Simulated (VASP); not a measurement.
LiH (zincblende type):

```
CELL_PARAMETERS angstrom
0.00000 2.14485 2.14485
2.14485 0.00000 2.14485
2.14485 2.14485 0.00000
ATOMIC_POSITIONS crystal
Li 0.00000 0.00000 0.00000
H 0.25000 0.25000 0.25000
```

Program: VASP 6.6.1. Alike in all runs: level PBE; potentials or basis VASP PAW PBE potentials, release 64 (Li_sv, H); no spin polarisation; cell as given; cutoff (eV) 520; smearing fermi-dirac 0.05 eV. Hardware: 1 thread of Intel(R) Xeon(R) Platinum 8488C (Sapphire Rapids) (shared host).

Q: Order these runs on this cell by their wall time, lowest first.
A. task single point; k mesh 18 × 18 × 18
B. task electric field gradients; k mesh 4 × 4 × 4
C. task electric field gradients; k mesh 10 × 10 × 10

A: B (1.9 s), C (4.4 s), A (12 s).

Caveats: some runs use coarse meshes.
